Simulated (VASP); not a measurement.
**Ti: electric field gradients with PBEsol**

Crystal: Ti.

```
CELL_PARAMETERS angstrom
-1.67382 1.64100 1.64100
1.64100 -1.67382 1.64100
1.64100 1.64100 -1.67382
ATOMIC_POSITIONS crystal
Ti 0.00000 0.00000 0.00000
```

This cell differs from its parent crystal: equal xy, yz and zx shear strains of -2 %.

```yaml
Program: VASP 6.6.1
Task: electric field gradients
Functional: PBEsol
Potentials_or_basis: VASP PAW PBE potentials, release 64 (Ti_sv)
Cutoff: 520 eV
k_mesh: 14 × 14 × 14
Occupations: fermi-dirac, width 0.05 eV
Spin: no spin polarisation
Dipole_correction: no
Further_INCAR_settings: ALGO = Normal; EDIFF = 1e-08; NBANDS = 12
```

The pressure is -6.8 GPa and the band gap on the k mesh is zero (band 6 reaches 8.64 eV, above the bottom of band 7 at 7.09 eV).

Stress tensor (GPa, compression positive):
```
-6.85  0.62  0.62
 0.62 -6.85  0.62
 0.62  0.62 -6.85
```

Levels at points of the mesh, in eV from the Fermi level:
```
           k point  band 4  band 5  band 6  band 7  band 8  band 9
(0.00, 0.00, 0.00)  -32.26   -5.91    0.78    1.06    1.06    2.72
(0.50, 0.00, 0.00)  -32.31   -2.40   -0.35    1.25    2.64    2.96
(0.50, 0.50, 0.00)  -32.28   -2.43   -0.42    0.97    2.75    3.11
(0.50, 0.50, 0.50)  -32.72   -2.04   -2.04    3.77    3.77    4.03
```

Electric field gradients, principal values (V/Å²):
| atom | least | middle | greatest (by size) |
| --- | --- | --- | --- |
| 1 Ti | -4.926 | -4.926 | 9.853 |

It took 32 s on 1 thread of Intel Xeon 6975P-C (shared host), peak memory 0.18 GiB.

Caveat: the cell differs from its parent crystal (equal xy, yz and zx shear strains of -2 %); without QUAD_EFG the Cq values of the log hold for a quadrupole moment of 1 mb, not for the nuclei; the PAW data sets were made with another functional, which shifts forces and pressure a little.
